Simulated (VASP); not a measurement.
# AlGa3Sb4 in VASP: notebook

Runs on AlGa3Sb4. Level: PBE. Tasks: single point.

Everything below comes from runs of VASP 6.6.1. Logs are shortened: lines on timing, memory, paths and dates and some standing lists are left out, and cuts for length are marked.

**1. The cell of the first run**

It takes space group I-42m (No. 121, tetragonal). The conventional cell has a = 6.217 Å, b = 6.217 Å, c = 12.434 Å, α = 90.00°, β = 90.00°, γ = 90.00°. Al (site symmetry -42m) has 4 Sb at 2.69 Å within 3.6 Å. Ga (site symmetry -4) has 4 Sb at 2.69 Å within 3.5 Å. Ga (site symmetry -42m) has 4 Sb at 2.69 Å within 3.5 Å. Within 3.5 Å of Sb (site symmetry m) lie 3 Ga at 2.69 Å and 1 Al at 2.69 Å.

**2. Single point, PBE**

The input, INCAR:

```
SYSTEM = AlGa3Sb4
PREC = Accurate
ENCUT = 520
EDIFF = 1E-6
ISMEAR = 0
SIGMA = 0.1
LREAL = .False.
LASPH = .True.
NELM = 100
ALGO = Normal
ISIF = 2
LWAVE = .False.
LCHARG = .True.
GGA = PE
LELF = .True.
LVHAR = .True.
NBANDS = 41
```

The input, KPOINTS:

```
regular mesh
0
Gamma
  4 4 4
  0 0 0
```

The input, POSCAR:

```
AlGa3Sb4
1.0
   -3.1083483000      3.1083483000      6.2168426000
    3.1083483000     -3.1083483000      6.2168426000
    3.1083483000      3.1083483000     -6.2168426000
Al Ga Sb
1 3 4
Direct
    0.0000000000      0.0000000000      0.0000000000
    0.7500000000      0.2500000000      0.5000000000
    0.5000000000      0.5000000000      0.0000000000
    0.2500000000      0.7500000000      0.5000000000
    0.3754060000      0.3754060000      0.5007520000
    0.1253460000      0.6245940000      0.0000000000
    0.8746540000      0.8746540000      0.4992480000
    0.6245940000      0.1253460000      0.0000000000
```

Potentials or basis: VASP PAW PBE potentials, release 64 (Al, Ga_d, Sb).

Started as:

```sh
$ cat potpaw_PBE.64/Al/POTCAR potpaw_PBE.64/Ga_d/POTCAR potpaw_PBE.64/Sb/POTCAR > POTCAR
$ mpirun -np 1 vasp_std > vasp.out
```

OUTCAR:

```text
SYSTEM = AlGa3Sb4
   PREC = Accurate
   ENCUT = 520
   EDIFF = 1E-6
   ISMEAR = 0
   LREAL = .False.
   LASPH = .True.
   NELM = 100
   ISIF = 2
   GGA = PE

 ion  position               nearest neighbor table
   1  0.000  0.000  0.000-   5 2.69   6 2.69   8 2.69   7 2.69
   2  0.750  0.250  0.500-   5 2.69   6 2.69   7 2.69   8 2.69
   3  0.500  0.500  0.000-   5 2.69   6 2.69   7 2.69   8 2.69
   4  0.250  0.750  0.500-   5 2.69   7 2.69   8 2.69   6 2.69
   5  0.375  0.375  0.501-   3 2.69   2 2.69   4 2.69   1 2.69
   6  0.125  0.625  0.000-   3 2.69   4 2.69   2 2.69   1 2.69
   7  0.875  0.875  0.499-   3 2.69   2 2.69   4 2.69   1 2.69
   8  0.625  0.125  0.000-   3 2.69   2 2.69   4 2.69   1 2.69

  LATTYP: Found a body centered tetragonal cell.
 ALAT       =     6.2166966000
 C/A-ratio  =     2.0000469703

  Lattice vectors:

 A1 = (  -3.1083483000,   3.1083483000,   6.2168426000)
 A2 = (   3.1083483000,  -3.1083483000,   6.2168426000)
 A3 = (   3.1083483000,   3.1083483000,  -6.2168426000)

Analysis of symmetry for initial positions (statically):
=====================================================================
 Subroutine PRICEL returns:
 Original cell was already a primitive cell.

 Routine SETGRP: Setting up the symmetry group for a
 body centered tetragonal supercell.

 Subroutine GETGRP returns: Found  8 space group operations
 (whereof  8 operations were pure point group operations)
 out of a pool of 16 trial point group operations.

The static configuration has the point symmetry D_2d.

Analysis of symmetry for dynamics (positions and initial velocities):
=====================================================================
 Subroutine PRICEL returns:
 Original cell was already a primitive cell.

 Routine SETGRP: Setting up the symmetry group for a
 body centered tetragonal supercell.

 Subroutine GETGRP returns: Found  8 space group operations
 (whereof  8 operations were pure point group operations)
 out of a pool of 16 trial point group operations.

The dynamic configuration has the point symmetry D_2d.

 Subroutine INISYM returns: Found  8 space group operations
 (whereof  8 operations are pure point group operations),
 and found     1 'primitive' translations

----------------------------------------------------------------------------------------

                                     Primitive cell

  volume of cell :     240.2643

  direct lattice vectors                    reciprocal lattice vectors
    -3.108348300  3.108348300  6.216842600     0.000000000  0.160857134  0.080426678
     3.108348300 -3.108348300  6.216842600     0.160857134  0.000000000  0.080426678
     3.108348300  3.108348300 -6.216842600     0.160857134  0.160857134  0.000000000

  length of vectors
     7.613986487  7.613986487  7.613986487     0.179842899  0.179842899  0.227486341

  position of ions in fractional coordinates (direct lattice)
     0.000000000  0.000000000  0.000000000
     0.750000000  0.250000000  0.500000000
     0.500000000  0.500000000  0.000000000
     0.250000000  0.750000000  0.500000000
     0.375406000  0.375406000  0.500752000
     0.125346000  0.624594000  0.000000000
     0.874654000  0.874654000  0.499248000
     0.624594000  0.125346000  0.000000000

  ion indices of the primitive-cell ions
   primitive index   ion index
                 1           1
                 2           2
                 3           3
                 4           4
                 5           5
                 6           6
                 7           7
                 8           8

----------------------------------------------------------------------------------------

 KPOINTS: regular mesh

Automatic generation of k-mesh.
 Grid dimensions read from file:
 generate k-points for:    4    4    4

 Generating k-lattice:

  Cartesian coordinates                     Fractional coordinates (reciprocal lattice)
     0.000000000  0.040214284  0.020106670     0.250000000  0.000000000  0.000000000
     0.040214284  0.000000000  0.020106670     0.000000000  0.250000000  0.000000000
     0.040214284  0.040214284  0.000000000     0.000000000  0.000000000  0.250000000

  Length of vectors
     0.044960725  0.044960725  0.056871585

  Shift w.r.t. Gamma in fractional coordinates (k-lattice)
     0.000000000  0.000000000  0.000000000

 Subroutine IBZKPT returns following result:
 ===========================================

 Found     13 irreducible k-points:

 Following reciprocal coordinates:
            Coordinates               Weight
  0.000000  0.000000  0.000000      1.000000
  0.250000 -0.000000  0.000000      8.000000
  0.500000 -0.000000  0.000000      4.000000
  0.250000  0.250000  0.000000      8.000000
  0.500000  0.250000 -0.000000     16.000000
 -0.250000  0.250000  0.000000      4.000000
  0.500000  0.500000  0.000000      2.000000
  0.250000  0.250000  0.250000      2.000000
 -0.250000  0.250000  0.250000      4.000000
  0.500000  0.500000  0.250000      4.000000
 -0.250000  0.500000  0.250000      8.000000
 -0.250000 -0.250000  0.250000      2.000000
  0.500000  0.500000  0.500000      1.000000
   k-points           NKPTS =     13   k-points in BZ     NKDIM =     13   number of bands    NBANDS=     41
   number of dos      NEDOS =    301   number of ions     NIONS =      8
   total plane-waves  NPLWV = 216000
   dimension x,y,z NGX =    60 NGY =   60 NGZ =   60
   dimension x,y,z NGXF=   120 NGYF=  120 NGZF=  120
   ions per type =               1   3   4
   NGX,Y,Z   is equivalent  to a cutoff of  13.10, 13.10, 13.10 a.u.
   NGXF,Y,Z  is equivalent  to a cutoff of  26.20, 26.20, 26.20 a.u.
 SYSTEM =  AlGa3Sb4
   PREC   = accura    normal or accurate (medium, high low for compatibility)
   ISTART =      0    job   : 0-new  1-cont  2-samecut
   ICHARG =      2    charge: 1-file 2-atom 10-const
   ISPIN  =      1    spin polarized calculation?
   LNONCOLLINEAR =      F non collinear calculations
   LSORBIT =      F    spin-orbit coupling
   LASPH  =      T    aspherical Exc in radial PAW
   ENCUT  =  520.0 eV  38.22 Ry    6.18 a.u.  14.16 14.16 14.16*2*pi/ulx,y,z
   NELM   =    100;   NELMIN=  2; NELMDL= -5     # of ELM steps
   EDIFF  = 0.1E-05   stopping-criterion for ELM
   LREAL  =      F    real-space projection
   EDIFFG = 0.1E-04   stopping-criterion for IOM
   NSW    =      0    number of steps for IOM
   IBRION =     -1    ionic relax: 0-MD 1-quasi-New 2-CG
   NFREE  =      0    steps in history (QN), initial steepest desc. (CG)
   ISIF   =      2    stress and relaxation
   ISYM   =      2    0-nonsym 1-usesym 2-fastsym
   POTIM  = 0.5000    time-step for ionic-motion
   TEBEG  =    0.0;   TEEND  =   0.0 temperature during run
   PSTRESS=    0.0 pullay stress
   NELECT =      62.0000    total number of electrons
   NUPDOWN=      -1.0000    fix difference up-down
   EMIN   =  10.00;   EMAX   =-10.00  energy-range for DOS
   EFERMI =   0.00;   METHOD = LEGACY
   ISMEAR =     0;   SIGMA  =   0.10  broadening in eV -4-tet -1-fermi 0-gaus
   EFERMI_NEDOS =   21; number of points for ismear=-14 and -15
   IALGO  =     38    algorithm
   IMIX   =      4    mixing-type and parameters
     AMIX     =   0.40;   BMIX     =  1.00
     AMIX_MAG =   1.60;   BMIX_MAG =  1.00
  volume/ion in A,a.u.               =      30.03       202.67
  Fermi-wavevector in a.u.,A,eV,Ry     =   1.042259  1.969584 14.780061  1.086304
  Thomas-Fermi vector in A             =   2.176916
   LORBIT       =      0    0 simple, 1 ext, 2 COOP (PROOUT), +10 PAW based schemes
   GGA     = PE    functional components
   LHFCALC =     F    Hartree Fock is set to
   AEXX    =    0.0000 exact exchange contribution
   IVDW    =     0    specifies the selected vdW correction
   LEPSILON=     F    determine dielectric tensor
   LRPA    =     F    only Hartree local field effects (RPA)
 non-spin polarized calculation
 Gauss-broadening in eV      SIGMA  =   0.10
  energy-cutoff  :      520.00
  volume of cell :      240.26
 maximum number of plane-waves:      6499
 NGX is ok and might be reduce to    60

 number of electron      62.0000011 magnetization

 Free energy of the ion-electron system (eV)
  ---------------------------------------------------
  ext. energy  EPLUGINS =         0.00000000
  ---------------------------------------------------
  free energy    TOTEN  =       -30.28945711 eV

  energy without entropy =      -30.28709195  energy(sigma->0) =      -30.28827453

 E-fermi :   4.4764     XC(G=0):  -8.7848

 val. band max:        4.4022643265   @ k =   0.0000   0.0000   0.0000
 cond. band min:       4.4891028365   @ k =   0.0000   0.0000   0.0000
 fundamental gap:      0.0868385100
 Fermi energy:         4.4764284443

 k-point     1 :       0.0000    0.0000    0.0000
  band No.  band energies     occupation
      1     -10.5015      2.00000
      2     -10.4975      2.00000
      3     -10.4975      2.00000
      4     -10.4705      2.00000
      5     -10.4705      2.00000
      6     -10.4680      2.00000
[... 33 lines left out ...]
     40       8.5741      0.00000
     41       8.6361      0.00000

 k-point     2 :       0.2500   -0.0000    0.0000
  band No.  band energies     occupation
      1     -10.4992      2.00000
      2     -10.4969      2.00000
      3     -10.4950      2.00000
      4     -10.4743      2.00000
      5     -10.4688      2.00000
      6     -10.4678      2.00000
[... 33 lines left out ...]
     40       8.3766      0.00000
     41       8.6139      0.00000

 k-point     3 :       0.5000   -0.0000    0.0000
  band No.  band energies     occupation
      1     -10.4983      2.00000
      2     -10.4945      2.00000
      3     -10.4904      2.00000
      4     -10.4803      2.00000
      5     -10.4662      2.00000
      6     -10.4658      2.00000
[... 33 lines left out ...]
     40       8.7854      0.00000
     41       8.9139      0.00000

 k-point     4 :       0.2500    0.2500    0.0000
  band No.  band energies     occupation
      1     -10.4992      2.00000
      2     -10.4941      2.00000
      3     -10.4933      2.00000
      4     -10.4780      2.00000
      5     -10.4678      2.00000
      6     -10.4673      2.00000
[... 341 lines left out ...]
     40       8.5561      0.00000
     41       8.9851      0.00000

 k-point    12 :      -0.2500   -0.2500    0.2500
  band No.  band energies     occupation
      1     -10.4992      2.00000
      2     -10.4992      2.00000
      3     -10.4990      2.00000
      4     -10.4710      2.00000
      5     -10.4684      2.00000
      6     -10.4684      2.00000
[... 33 lines left out ...]
     40       8.1250      0.00000
     41       8.1250      0.00000

 k-point    13 :       0.5000    0.5000    0.5000
  band No.  band energies     occupation
      1     -10.5008      2.00000
      2     -10.5008      2.00000
      3     -10.4959      2.00000
      4     -10.4747      2.00000
      5     -10.4666      2.00000
      6     -10.4666      2.00000
[... 33 lines left out ...]
     40       9.6823      0.00000
     41       9.6926      0.00000

------------------------ aborting loop because EDIFF is reached ----------------------------------------

  FORCE on cell =-STRESS in cart. coord.  units (eV):
  Direction    XX          YY          ZZ          XY          YZ          ZX
  --------------------------------------------------------------------------------------
  -------------------------------------------------------------------------------------
  Total        0.1593659      0.1593659      0.1375792      0.0000000      0.0000000     -0.0000000
  in kB        1.0627151      1.0627151      0.9174323      0.0000000      0.0000000     -0.0000000
  external PRESSURE =       1.0142875 kB  Pullay stress =       0.0000000 kB

 VOLUME and BASIS-vectors are now :
 -----------------------------------------------------------------------------
  energy-cutoff  :      520.00
  volume of cell :      240.26
      direct lattice vectors                 reciprocal lattice vectors
    -3.108348300  3.108348300  6.216842600     0.000000000  0.160857134  0.080426678
     3.108348300 -3.108348300  6.216842600     0.160857134  0.000000000  0.080426678
     3.108348300  3.108348300 -6.216842600     0.160857134  0.160857134  0.000000000

 POSITION                                       TOTAL-FORCE (eV/Angst)
 -----------------------------------------------------------------------------------
      0.00000      0.00000      0.00000         0.000000     -0.000000     -0.000000
     -0.00000      3.10835      3.10842         0.000000     -0.000000      0.000000
      0.00000      0.00000      6.21684         0.000000     -0.000000      0.000000
      3.10835     -0.00000      3.10842         0.000000     -0.000000      0.000000
      1.55651      1.55651      1.55458         0.005903      0.005903      0.006967
      1.55184     -1.55184      4.66226        -0.005903      0.005903     -0.006967
      1.55184      1.55184      7.77143        -0.005903     -0.005903      0.006967
     -1.55184      1.55184      4.66226         0.005903     -0.005903     -0.006967
 -----------------------------------------------------------------------------------
    total drift:                                0.000004      0.000004     -0.000001

  FREE ENERGIE OF THE ION-ELECTRON SYSTEM (eV)
  ---------------------------------------------------
  free  energy   TOTEN  =       -30.2894571106 eV

  energy  without entropy=      -30.2870919463  energy(sigma->0) =      -30.28827453
```

It took 4.5 min on 1 thread of Intel Xeon Platinum 8259CL at 2.50GHz (Skylake/Cascade Lake), shared host; peak memory 0.54 GiB.

What came out:

| Property | Result |
| --- | --- |
| Free energy | -30.2895 eV |
| Pressure | 0.1 GPa |
| Largest force | 0.011 eV/Å |
| Band gap on the k mesh | 0.09 eV |

Forces in eV/Å, atoms in the order of the input:
```
Al   0.000  0.000  0.000
Ga   0.000  0.000  0.000
Ga   0.000  0.000  0.000
Ga   0.000  0.000  0.000
Sb   0.006  0.006  0.007
Sb  -0.006  0.006 -0.007
Sb  -0.006 -0.006  0.007
Sb   0.006 -0.006 -0.007
```

Caveat: semilocal functionals underestimate gaps, and a narrow one can read as zero; spin-orbit coupling is left out, which moves the levels of the heavy elements. A k mesh can miss the band edges.

**3. Single point, PBE**

This run uses another cell than the first one, of the same volume but with other edges.

The input, INCAR:

```
ALGO     = Normal         # electronic algorithm
EDIFF    = 1E-6           # SCF threshold, eV
ENCUT    = 520            # plane-wave cutoff, eV
GGA      = PE             # functional
ISIF     = 2              # what is computed and relaxed
ISMEAR   = 0              # smearing method
LASPH    = True           # aspherical terms in the spheres
LCHARG   = False          # write CHGCAR
LREAL    = False          # projectors in reciprocal space
LWAVE    = False          # write WAVECAR
NBANDS   = 41             # bands
NELM     = 60             # most SCF steps
PREC     = Accurate       # precision mode
SIGMA    = 0.2            # smearing width, eV
```

The input, KPOINTS:

```
k-points
0
Gamma
  4 4 4
```

The input, POSCAR:

```
AlGa3Sb4
1.0
    6.2165095474     -0.0095073300      0.0140062136
   -0.0095636510      6.2144547688      0.0055746293
   -3.0893847410     -3.0969270263      6.2083198932
Al Ga Sb
1 3 4
Direct
   -0.0004614007      0.0009108807     -0.0001343609
    0.2508263922      0.7496239934      0.4998208228
    0.4993928120      0.5011402334     -0.0001870105
    0.7503818244      0.2494017781      0.4994171222
    0.3757057251      0.3745513772      0.2501811073
    0.6242532245      0.1257548560      0.7504515018
    0.8753511723      0.8738565112      0.2503916843
    0.1245502502      0.6247603700      0.7500591330
```

Potentials or basis: VASP PAW PBE potentials, release 64 (Al, Ga_d, Sb).

Started as:

```sh
$ cat potpaw_PBE.64/Al/POTCAR potpaw_PBE.64/Ga_d/POTCAR potpaw_PBE.64/Sb/POTCAR > POTCAR
$ mpirun -np 1 vasp_std > vasp.out
```

OUTCAR:

```text
EDIFF = 1E-6
   ENCUT = 520
   GGA = PE
   ISIF = 2
   ISMEAR = 0
   LASPH = True
   LREAL = False
   NELM = 60
   PREC = Accurate

 ion  position               nearest neighbor table
   1  1.000  0.001  1.000-   7 2.69   5 2.69   6 2.70   8 2.70
   2  0.251  0.750  0.500-   8 2.69   5 2.69   6 2.69   7 2.69
   3  0.499  0.501  1.000-   5 2.69   7 2.69   8 2.69   6 2.69
   4  0.750  0.249  0.499-   6 2.69   7 2.69   8 2.69   5 2.69
[... 1277 lines left out ...]
  Total        0.2061050      0.2259181      0.1729460      0.1432232     -0.0813961     -0.2073204
  in kB        1.3746581      1.5068054      1.1534974      0.9552552     -0.5428873     -1.3827646
  external PRESSURE =       1.3449870 kB  Pullay stress =       0.0000000 kB

 VOLUME and BASIS-vectors are now :
 -----------------------------------------------------------------------------
  energy-cutoff  :      520.00
  volume of cell :      240.22
      direct lattice vectors                 reciprocal lattice vectors
     6.216509547 -0.009507330  0.014006214     0.160681894  0.000175475  0.080046072
    -0.009563651  6.214454769  0.005574629     0.000065142  0.160843260  0.080266658
    -3.089384741 -3.096927026  6.208319893    -0.000362563 -0.000144822  0.160821513

 POSITION                                       TOTAL-FORCE (eV/Angst)
 -----------------------------------------------------------------------------------
      3.12466     -3.10035      6.22149         0.000275     -0.012645     -0.004816
      0.00796      3.10821      3.11074        -0.007106     -0.000315      0.009807
      0.01088      0.01322      6.21695         0.001001     -0.012806     -0.001367
      3.11948     -0.00390      3.11244        -0.006990     -0.002692      0.012585
      1.55909      1.54927      1.56055         0.012820      0.018605      0.008736
      1.56104     -1.54853      4.66849        -0.005233      0.011292     -0.018658
      4.65972      4.64677      1.57164        -0.009054      0.002613      0.002377
     -1.54893      1.55848      4.66183         0.014288     -0.004052     -0.008664
 -----------------------------------------------------------------------------------
    total drift:                               -0.000148     -0.000250      0.000614

  FREE ENERGIE OF THE ION-ELECTRON SYSTEM (eV)
  ---------------------------------------------------
  free  energy   TOTEN  =       -30.2911242628 eV

  energy  without entropy=      -30.2843421307  energy(sigma->0) =      -30.28773320
```

Run time: 6.9 min. Hardware: 1 thread of Intel Xeon Platinum 8259CL at 2.50GHz (Skylake/Cascade Lake), shared host; peak memory 0.52 GiB.

Results:

- Free energy: -30.2911 eV
- Pressure: 0.1 GPa
- Largest force: 0.024 eV/Å
- Band gap on the k mesh: 0.07 eV

Forces on the atoms (eV/Å):
```
Al   0.000 -0.013 -0.005
Ga  -0.007  0.000  0.010
Ga   0.001 -0.013 -0.001
Ga  -0.007 -0.003  0.013
Sb   0.013  0.019  0.009
Sb  -0.005  0.011 -0.019
Sb  -0.009  0.003  0.002
Sb   0.014 -0.004 -0.009
```

Stress tensor (GPa, compression positive):
```
 0.14  0.10 -0.14
 0.10  0.15 -0.05
-0.14 -0.05  0.12
```

Caveat: the smearing spreads over this small gap; semilocal functionals underestimate gaps, and a narrow one can read as zero; spin-orbit coupling is left out, which moves the levels of the heavy elements.

The gap in the log of VASP goes by the Fermi energy; the results here count the filled bands.